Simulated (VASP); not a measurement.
Mg3C: single point with PBE

The system is Mg3C.

```xyz
4
Lattice="0.0000 3.2391 3.2391 3.2391 0.0000 3.2391 3.2391 3.2391 0.0000" Properties=species:S:1:pos:R:3 pbc="T T T"
Mg    1.6195    1.6195    1.6195
Mg    4.8586    4.8586    4.8586
Mg    0.0000    0.0000    0.0000
C     3.2391    3.2391    3.2391
```

```yaml
Program: VASP 6.6.1
Task: single point
Functional: PBE
Potentials_or_basis: VASP PAW PBE potentials, release 64 (Mg, C)
Cutoff: 520 eV
k_mesh: 12 × 12 × 12
Occupations: gaussian, width 0.1 eV
Spin: no spin polarisation
```

| Quantity | Value |
| --- | --- |
| Pressure | -0.1 GPa |
| Band gap on the k mesh | zero (band 5 reaches 3.83 eV, above the bottom of band 6 at 3.53 eV) |

Levels at points of the mesh, in eV from the Fermi level:
| k point | band 1 | band 2 | band 3 | band 4 | band 5 | band 6 | band 7 | band 8 | band 9 | band 10 |
| --- | --- | --- | --- | --- | --- | --- | --- | --- | --- | --- |
| (0.00, 0.00, 0.00) | -10.46 | -3.62 | -1.36 | -1.36 | -1.36 | 1.95 | 1.95 | 1.95 | 3.61 | 3.61 |
| (0.50, 0.00, 0.00) | -9.57 | -5.82 | -1.73 | -1.73 | -1.72 | 0.97 | 0.97 | 1.57 | 4.03 | 5.08 |
| (0.50, 0.50, 0.00) | -9.33 | -5.07 | -2.87 | -2.87 | -2.84 | -0.24 | 3.12 | 3.33 | 3.33 | 5.86 |

Wall time 42 s on 1 thread of Intel(R) Xeon(R) Platinum 8488C (Sapphire Rapids), with other jobs on the host, peak memory 0.23 GiB.
